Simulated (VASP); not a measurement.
# Li3Pt (P1) in VASP: notebook

Li3Pt is run at these levels: LDA; tasks: single point.

Everything below comes from runs of VASP 6.6.1. Logs are shortened: lines on timing, memory, paths and dates and some standing lists are left out, and cuts for length are marked.

## (1) The cell of the first run

The typed cell holds 4 atoms: a = 4.579 Å, b = 4.579 Å, c = 4.579 Å, α = 129.20°, β = 129.20°, γ = 74.69°.

## (2) Single point, LDA

Contents of INCAR:

```
  PREC = Accurate
  ENCUT = 520
  EDIFF = 1E-6
  ISMEAR = -1
  SIGMA = 0.1
  LREAL = F
  LASPH = T
  NELM = 100
  ALGO = Normal
  ISIF = 2
  LWAVE = F
  LCHARG = F
  NBANDS = 18
```

Contents of KPOINTS:

```
regular mesh
0
Gamma
  5 5 6
```

Contents of POSCAR:

```
Li3Pt
1.0
   -1.9642800000      1.9642800000      3.6403000000
    1.9642800000     -1.9642800000      3.6403000000
    1.9642800000      1.9642800000     -3.6403000000
Li Pt
3 1
Direct
    0.7464800000      0.2309100000      0.4840600000
    0.2619700000      0.7844527391      0.5502327391
    0.5201100000      0.5072200000      0.0147200000
    0.0048900000      0.9847300000      0.9852100000
```

Potentials or basis: VASP PAW LDA potentials, release 64 (Li_sv, Pt).

Launch:

```console
cat potpaw_LDA.64/Li_sv/POTCAR potpaw_LDA.64/Pt/POTCAR > POTCAR
mpirun -np 1 vasp_std > vasp.out
```

OUTCAR:

```text
PREC = Accurate
   ENCUT = 520
   EDIFF = 1E-6
   ISMEAR = -1
   LREAL = F
   LASPH = T
   NELM = 100
   ISIF = 2

 ion  position               nearest neighbor table
   1  0.746  0.231  0.484-   3 2.58   2 2.60   4 2.64   4 2.66   4 2.70   4 2.71
   2  0.262  0.784  0.550-   4 2.51   1 2.60   4 2.67   4 2.74   4 2.82
   3  0.520  0.507  0.015-   1 2.58   4 2.70   4 2.76   4 2.80   4 2.86
   4  0.005  0.985  0.985-   2 2.51   1 2.64   1 2.66   2 2.67   3 2.70   1 2.70   1 2.71   2 2.74
                             3 2.76   3 2.80   2 2.82   3 2.86

  LATTYP: Found a body centered tetragonal cell.
 ALAT       =     3.9285600000
 C/A-ratio  =     1.8532490276

  Lattice vectors:

 A1 = (  -1.9642800000,   1.9642800000,   3.6403000000)
 A2 = (   1.9642800000,  -1.9642800000,   3.6403000000)
 A3 = (   1.9642800000,   1.9642800000,  -3.6403000000)

Analysis of symmetry for initial positions (statically):
=====================================================================
 Subroutine PRICEL returns:
 Original cell was already a primitive cell.

 Routine SETGRP: Setting up the symmetry group for a
 body centered tetragonal supercell.

 Subroutine GETGRP returns: Found  1 space group operations
 (whereof  1 operations were pure point group operations)
 out of a pool of 16 trial point group operations.

The static configuration has the point symmetry C_1 .

Analysis of symmetry for dynamics (positions and initial velocities):
=====================================================================
 Subroutine PRICEL returns:
 Original cell was already a primitive cell.

 Routine SETGRP: Setting up the symmetry group for a
 body centered tetragonal supercell.

 Subroutine GETGRP returns: Found  1 space group operations
 (whereof  1 operations were pure point group operations)
 out of a pool of 16 trial point group operations.

The dynamic configuration has the point symmetry C_1 .

 Subroutine INISYM returns: Found  1 space group operations
 (whereof  1 operations are pure point group operations),
 and found     1 'primitive' translations

----------------------------------------------------------------------------------------

                                     Primitive cell

  volume of cell :      56.1829

  direct lattice vectors                    reciprocal lattice vectors
    -1.964280000  1.964280000  3.640300000     0.000000000  0.254546195  0.137351317
     1.964280000 -1.964280000  3.640300000     0.254546195  0.000000000  0.137351317
     1.964280000  1.964280000 -3.640300000     0.254546195  0.254546195  0.000000000

  length of vectors
     4.579145764  4.579145764  4.579145764     0.289238915  0.289238915  0.359982681

  position of ions in fractional coordinates (direct lattice)
     0.746480000  0.230910000  0.484060000
     0.261970000  0.784452739  0.550232739
     0.520110000  0.507220000  0.014720000
     0.004890000  0.984730000  0.985210000

  ion indices of the primitive-cell ions
   primitive index   ion index
                 1           1
                 2           2
                 3           3
                 4           4

----------------------------------------------------------------------------------------

 KPOINTS: regular mesh

Automatic generation of k-mesh.
 Grid dimensions read from file:
 generate k-points for:    5    5    6

 Generating k-lattice:

  Cartesian coordinates                     Fractional coordinates (reciprocal lattice)
     0.000000000  0.050909239  0.027470263     0.200000000  0.000000000 -0.000000000
     0.050909239  0.000000000  0.027470263     0.000000000  0.200000000 -0.000000000
     0.042424366  0.042424366  0.000000000     0.000000000  0.000000000  0.166666667

  Length of vectors
     0.057847783  0.057847783  0.059997114

  Shift w.r.t. Gamma in fractional coordinates (k-lattice)
     0.000000000  0.000000000  0.000000000

 -----------------------------------------------------------------------------
|                                                                             |
|           W    W    AA    RRRRR   N    N  II  N    N   GGGG   !!!           |
|           W    W   A  A   R    R  NN   N  II  NN   N  G    G  !!!           |
|           W    W  A    A  R    R  N N  N  II  N N  N  G       !!!           |
|           W WW W  AAAAAA  RRRRR   N  N N  II  N  N N  G  GGG   !            |
|           WW  WW  A    A  R   R   N   NN  II  N   NN  G    G                |
|           W    W  A    A  R    R  N    N  II  N    N   GGGG   !!!           |
|                                                                             |
|     Your reciprocal lattice and k-lattice belong to different lattice       |
|     classes:                                                                |
|                                                                             |
|        The reciprocal lattice is body-centered tetragonal,                  |
|        whereas your k-lattice is base-centered monoclinic.                  |
|                                                                             |
|     Results are often still useful ...                                      |
|                                                                             |
 -----------------------------------------------------------------------------

 WARNING: IBZKPT: internal override: KBLOWUP is changed to .FALSE.
      ... skipping the blow-up phase ...

 Subroutine IBZKPT returns following result:
 ===========================================

 Found     76 irreducible k-points:

 Following reciprocal coordinates:
            Coordinates               Weight
  0.000000  0.000000  0.000000      1.000000
  0.200000  0.000000 -0.000000      2.000000
  0.400000 -0.000000 -0.000000      2.000000
  0.000000  0.200000 -0.000000      2.000000
  0.200000  0.200000 -0.000000      2.000000
  0.400000  0.200000  0.000000      2.000000
[... 16 lines left out ...]
 -0.200000  0.200000  0.166667      2.000000
 -0.000000  0.400000  0.166667      2.000000
 [... further k-points ...]
   k-points           NKPTS =     76   k-points in BZ     NKDIM =     76   number of bands    NBANDS=     18
   number of dos      NEDOS =    301   number of ions     NIONS =      4
   total plane-waves  NPLWV =  46656
   dimension x,y,z NGX =    36 NGY =   36 NGZ =   36
   dimension x,y,z NGXF=    72 NGYF=   72 NGZF=   72
   ions per type =               3   1
   NGX,Y,Z   is equivalent  to a cutoff of  13.07, 13.07, 13.07 a.u.
   NGXF,Y,Z  is equivalent  to a cutoff of  26.14, 26.14, 26.14 a.u.
 SYSTEM =  unknown system
   PREC   = accura    normal or accurate (medium, high low for compatibility)
   ISTART =      0    job   : 0-new  1-cont  2-samecut
   ICHARG =      2    charge: 1-file 2-atom 10-const
   ISPIN  =      1    spin polarized calculation?
   LNONCOLLINEAR =      F non collinear calculations
   LSORBIT =      F    spin-orbit coupling
   LASPH  =      T    aspherical Exc in radial PAW
   ENCUT  =  520.0 eV  38.22 Ry    6.18 a.u.   8.51  8.51  8.51*2*pi/ulx,y,z
   NELM   =    100;   NELMIN=  2; NELMDL= -5     # of ELM steps
   EDIFF  = 0.1E-05   stopping-criterion for ELM
   LREAL  =      F    real-space projection
   EDIFFG = 0.1E-04   stopping-criterion for IOM
   NSW    =      0    number of steps for IOM
   IBRION =     -1    ionic relax: 0-MD 1-quasi-New 2-CG
   NFREE  =      0    steps in history (QN), initial steepest desc. (CG)
   ISIF   =      2    stress and relaxation
   ISYM   =      2    0-nonsym 1-usesym 2-fastsym
   POTIM  = 0.5000    time-step for ionic-motion
   TEBEG  =    0.0;   TEEND  =   0.0 temperature during run
   PSTRESS=    0.0 pullay stress
   NELECT =      19.0000    total number of electrons
   NUPDOWN=      -1.0000    fix difference up-down
   EMIN   =  10.00;   EMAX   =-10.00  energy-range for DOS
   EFERMI =   0.00;   METHOD = LEGACY
   ISMEAR =    -1;   SIGMA  =   0.10  broadening in eV -4-tet -1-fermi 0-gaus
   EFERMI_NEDOS =   21; number of points for ismear=-14 and -15
   IALGO  =     38    algorithm
   IMIX   =      4    mixing-type and parameters
     AMIX     =   0.40;   BMIX     =  1.00
     AMIX_MAG =   1.60;   BMIX_MAG =  1.00
  volume/ion in A,a.u.               =      14.05        94.79
  Fermi-wavevector in a.u.,A,eV,Ry     =   1.140577  2.155379 17.700044  1.300917
  Thomas-Fermi vector in A             =   2.277279
   LORBIT       =      0    0 simple, 1 ext, 2 COOP (PROOUT), +10 PAW based schemes
   GGA     = CA    functional components
   LHFCALC =     F    Hartree Fock is set to
   AEXX    =    0.0000 exact exchange contribution
   IVDW    =     0    specifies the selected vdW correction
   LEPSILON=     F    determine dielectric tensor
   LRPA    =     F    only Hartree local field effects (RPA)
 non-spin polarized calculation
  energy-cutoff  :      520.00
  volume of cell :       56.18
 maximum number of plane-waves:      1557
 NGX is ok and might be reduce to    36

 number of electron      19.0000005 magnetization

 Free energy of the ion-electron system (eV)
  ---------------------------------------------------
  ext. energy  EPLUGINS =         0.00000000
  ---------------------------------------------------
  free energy    TOTEN  =       -15.13477168 eV

  energy without entropy =      -15.09937027  energy(sigma->0) =      -15.11707097

 E-fermi :   3.8048     XC(G=0):  -9.7335

 val. band max:        3.7936627902   @ k =   0.4000   0.4000   0.3333
 cond. band min:       3.8502850123   @ k =   0.4000   0.2000   0.1667
 fundamental gap:      0.0566222221
 Fermi energy:         3.8048238147

 k-point     1 :       0.0000    0.0000    0.0000
  band No.  band energies     occupation
      1     -40.9462      2.00000
      2     -40.6983      2.00000
      3     -40.6549      2.00000
      4      -1.6508      2.00000
      5       0.9383      2.00000
      6       1.2611      2.00000
[... 10 lines left out ...]
     17      12.8404      0.00000
     18      14.2576      0.00000

 k-point     2 :       0.2000    0.0000   -0.0000
  band No.  band energies     occupation
      1     -40.9441      2.00000
      2     -40.6955      2.00000
      3     -40.6590      2.00000
      4      -1.2764      2.00000
      5       1.0422      2.00000
      6       1.1258      2.00000
[... 10 lines left out ...]
     17      13.2489      0.00000
     18      14.2851      0.00000
[... 442 lines left out ...]
 k-point    24 :      -0.0000    0.4000    0.1667
  band No.  band energies     occupation
      1     -40.9386      2.00000
      2     -40.6924      2.00000
      3     -40.6664      2.00000
      4      -0.0141      2.00000
      5       0.9271      2.00000
      6       1.1530      2.00000
[... 10 lines left out ...]
     17      14.7346      0.00000
     18      16.1734      0.00000

 [... further k-points ...]
[... 5 lines left out ...]
  --------------------------------------------------------------------------------------
  -------------------------------------------------------------------------------------
  Total       -1.2192854     -1.2250472     -1.3973148     -0.0195192     -0.0340189      0.1813361
  in kB      -34.7705850    -34.9348953    -39.8474812     -0.5566329     -0.9701245      5.1711935
  external PRESSURE =     -36.5176539 kB  Pullay stress =       0.0000000 kB

 VOLUME and BASIS-vectors are now :
 -----------------------------------------------------------------------------
  energy-cutoff  :      520.00
  volume of cell :       56.18
      direct lattice vectors                 reciprocal lattice vectors
    -1.964280000  1.964280000  3.640300000     0.000000000  0.254546195  0.137351317
     1.964280000 -1.964280000  3.640300000     0.254546195  0.000000000  0.137351317
     1.964280000  1.964280000 -3.640300000     0.254546195  0.254546195  0.000000000

 POSITION                                       TOTAL-FORCE (eV/Angst)
 -----------------------------------------------------------------------------------
     -0.06189      1.96355      1.79587         0.321251      0.124122      0.140362
      2.10711      0.05451      1.80628        -0.605780     -0.115562      0.176147
      0.00359      0.05423      3.68620        -0.034911     -0.063004     -0.151019
      3.85991      0.01055      0.01605         0.319441      0.054443     -0.165489
 -----------------------------------------------------------------------------------
    total drift:                               -0.000159      0.000014      0.000121

  FREE ENERGIE OF THE ION-ELECTRON SYSTEM (eV)
  ---------------------------------------------------
  free  energy   TOTEN  =       -15.1347716807 eV

  energy  without entropy=      -15.0993702683  energy(sigma->0) =      -15.11707097
```

It took 35 s on 1 thread of Intel Xeon Platinum 8559C (Emerald Rapids), shared host; peak memory 0.2 GiB.

What came out:

```yaml
Free_energy: -15.1348 eV
Largest_force: 0.641 eV/Å
```

Forces in eV/Å, atoms in the order of the input:
```
Li   0.321  0.124  0.140
Li  -0.606 -0.116  0.176
Li  -0.035 -0.063 -0.151
Pt   0.319  0.054 -0.165
```

Levels at points of the mesh, in eV from the Fermi level:
```
           k point  band 5  band 6  band 7  band 8  band 9  band 10  band 11  band 12  band 13  band 14
(0.00, 0.00, 0.00)   -2.87   -2.54   -2.52   -2.37   -1.86     3.12     4.96     4.97     5.72     6.70
(0.00, 0.00, 0.50)   -2.65   -2.30   -2.11   -1.46   -0.93    -0.28     0.17     0.26     5.02     7.50
```

Caveat: the k points lie up to 0.38 Å⁻¹ apart; the cutoff is under 1.25 times the usual one of these potentials, so pressure, stress and relaxed cells hold a basis-set (Pulay) error; spin-orbit coupling is left out, which moves the levels of the heavy elements.

## (3) Single point, LDA

Contents of INCAR:

```
SYSTEM = Li3Pt
PREC = Accurate ; ENCUT = 520
EDIFF = 1E-6 ; ISMEAR = -1
SIGMA = 0.1 ; LREAL = .False.
LASPH = .True. ; NELM = 80
ALGO = Normal ; ISIF = 2
LWAVE = .False. ; LCHARG = .False.
NBANDS = 18
```

Contents of KPOINTS:

```
Automatic mesh
0
Gamma
  5 5 6
  0 0 0
```

Changes to POSCAR since step 2:

```diff
@@ -9,3 +9,3 @@
     0.7464800000      0.2309100000      0.4840600000
-    0.2619700000      0.7844527391      0.5502327391
+    0.2619700000      0.7763072609      0.5420872609
     0.5201100000      0.5072200000      0.0147200000
```

Potentials or basis: VASP PAW LDA potentials, release 64 (Li_sv, Pt).

Launch:

```console
cat potpaw_LDA.64/Li_sv/POTCAR potpaw_LDA.64/Pt/POTCAR > POTCAR
mpirun -np 1 vasp_std > vasp.out
```

It took 34 s on 1 thread of Intel Xeon Platinum 8559C (Emerald Rapids), shared host; peak memory 0.21 GiB.

It converged, with:

| Item | Value |
| --- | --- |
| Free energy | -15.1526 eV |
| Largest force | 0.543 eV/Å |

Forces on the atoms (eV/Å):
```
Li   0.278  0.122  0.142
Li  -0.506 -0.116  0.160
Li  -0.052 -0.063 -0.160
Pt   0.279  0.057 -0.142
```

Levels at points of the mesh, in eV from the Fermi level:
```csv
k point,band 5,band 6,band 7,band 8,band 9,band 10,band 11,band 12,band 13,band 14
"(0.00, 0.00, 0.00)",-2.87,-2.54,-2.52,-2.37,-1.86,3.13,4.96,4.96,5.76,6.72
"(0.00, 0.00, 0.50)",-2.65,-2.28,-2.12,-1.46,-0.93,-0.27,0.17,0.26,5.03,7.52
```

Caveat: the k points lie up to 0.38 Å⁻¹ apart; the cutoff is under 1.25 times the usual one of these potentials, so pressure, stress and relaxed cells hold a basis-set (Pulay) error; spin-orbit coupling is left out, which moves the levels of the heavy elements.

## (4) Single point, LDA

This run uses another cell than the first one, of 13.98 Å³/atom, 0.995 times its volume.

Contents of INCAR:

```
SYSTEM = Li3Pt
ALGO = Normal
EDIFF = 1E-6
ENCUT = 520
GGA = CA
ISIF = 2
ISMEAR = -1
LASPH = .True.
LCHARG = .True.
LELF = .True.
LREAL = .False.
LVHAR = .True.
LWAVE = .False.
NBANDS = 18
NELM = 60
PREC = Accurate
SIGMA = 0.1
```

Contents of KPOINTS:

```
k-points
0
Gamma
  5 5 6
  0 0 0
```

Contents of POSCAR:

```
Li3Pt
1.0
   -1.9610007285      1.9610007285      3.6342226932
    1.9610007285     -1.9610007285      3.6342226932
    1.9610007285      1.9610007285     -3.6342226932
Li Pt
3 1
Direct
    0.7464800000      0.2309100000      0.4840600000
    0.2619700000      0.7803800000      0.5461600000
    0.5201100000      0.5072200000      0.0147200000
    0.0048900000      0.9847300000      0.9852100000
```

Launch:

```console
cat potpaw_LDA.64/Li_sv/POTCAR potpaw_LDA.64/Pt/POTCAR > POTCAR
mpirun -np 1 vasp_std > vasp.out
```

It took 33 s on 1 thread of Intel Xeon Platinum 8559C (Emerald Rapids), shared host; peak memory 0.21 GiB.

The run converged. Its results:

| Item | Value |
| --- | --- |
| Free energy | -15.1501 eV |
| Largest force | 0.598 eV/Å |

Forces in eV/Å, atoms in the order of the input:
```
Li   0.302  0.124  0.143
Li  -0.561 -0.117  0.170
Li  -0.045 -0.065 -0.156
Pt   0.305  0.057 -0.157
```

Levels at points of the mesh, in eV from the Fermi level:
```tsv
k point	band 6	band 7	band 8	band 9	band 10	band 11	band 12	band 13
(0.00, 0.00, 0.00)	-2.55	-2.53	-2.38	-1.86	3.13	4.97	4.98	5.75
(0.00, 0.00, 0.50)	-2.30	-2.12	-1.47	-0.93	-0.27	0.16	0.25	5.05
```

Caveat: the k points lie up to 0.38 Å⁻¹ apart; the cutoff is under 1.25 times the usual one of these potentials, so pressure, stress and relaxed cells hold a basis-set (Pulay) error; spin-orbit coupling is left out, which moves the levels of the heavy elements.

## (5) Single point, LDA

This run uses another cell than the first one, of 14.12 Å³/atom, 1.005 times its volume.

Contents of INCAR:

```
PREC = Accurate
ENCUT = 520
EDIFF = 1E-7
ISMEAR = -1
SIGMA = 0.1
LREAL = F
LASPH = T
NELM = 60
ALGO = Normal
ISIF = 2
LWAVE = F
LCHARG = F
GGA = CA
NBANDS = 18
```

Contents of KPOINTS:

```
regular mesh
0
Gamma
  5 5 6
```

Contents of POSCAR:

```
Li3Pt
1.0
   -1.9675483588      1.9675483588      3.6463570827
    1.9675483588     -1.9675483588      3.6463570827
    1.9675483588      1.9675483588     -3.6463570827
Li Pt
3 1
Direct
    0.7464800000      0.2309100000      0.4840600000
    0.2619700000      0.7803800000      0.5461600000
    0.5201100000      0.5072200000      0.0147200000
    0.0048900000      0.9847300000      0.9852100000
```

Launch:

```console
cat potpaw_LDA.64/Li_sv/POTCAR potpaw_LDA.64/Pt/POTCAR > POTCAR
mpirun -np 1 vasp_std > vasp.out
```

Wall time 38 s (1 thread of Intel Xeon Platinum 8559C (Emerald Rapids), shared host); peak memory 0.21 GiB.

The run converged. Its results:

| Quantity | Value |
| --- | --- |
| Free energy | -15.1377 eV |
| Largest force | 0.586 eV/Å |

Forces on the atoms (eV/Å):
```
Li   0.298  0.122  0.139
Li  -0.550 -0.115  0.165
Li  -0.041 -0.062 -0.155
Pt   0.294  0.054 -0.150
```

Levels at points of the mesh, in eV from the Fermi level:
```
           k point  band 6  band 7  band 8  band 9  band 10  band 11  band 12  band 13
(0.00, 0.00, 0.00)   -2.53   -2.51   -2.36   -1.85     3.12     4.94     4.95     5.72
(0.00, 0.00, 0.50)   -2.28   -2.11   -1.46   -0.93    -0.27     0.17     0.26     5.00
```

Caveat: the k points lie up to 0.38 Å⁻¹ apart; the cutoff is under 1.25 times the usual one of these potentials, so pressure, stress and relaxed cells hold a basis-set (Pulay) error; spin-orbit coupling is left out, which moves the levels of the heavy elements.

## (6) Overview

| cell | gap on the mesh (eV) | largest force (eV/Å) |
| --- | --- | --- |
| a = 4.579 Å, angles 129.2, 129.2, 74.7°, 4 atoms | none | 0.54 |
| a = 4.572 Å, angles 129.2, 129.2, 74.7°, 4 atoms | none | 0.60 |
| a = 4.587 Å, angles 129.2, 129.2, 74.7°, 4 atoms | none | 0.59 |

Some of these runs hold the atoms at other places in the same cell, which the table doesn't show; runs alike in all that it shows share one row.

Alike in all rows: task single point; level LDA; potentials or basis VASP PAW LDA potentials, release 64 (Li_sv, Pt); no spin polarisation; k mesh 5 × 5 × 6; cutoff (eV) 520; smearing fermi-dirac 0.1 eV.

Caveats: all runs use coarse meshes; the cutoff is under 1.25 times the usual one of these potentials, so pressure, stress and relaxed cells hold a basis-set (Pulay) error; spin-orbit coupling is left out, which moves the levels of the heavy elements.

Total energies depend on the potentials used, so only differences within one code and one set of settings carry meaning.
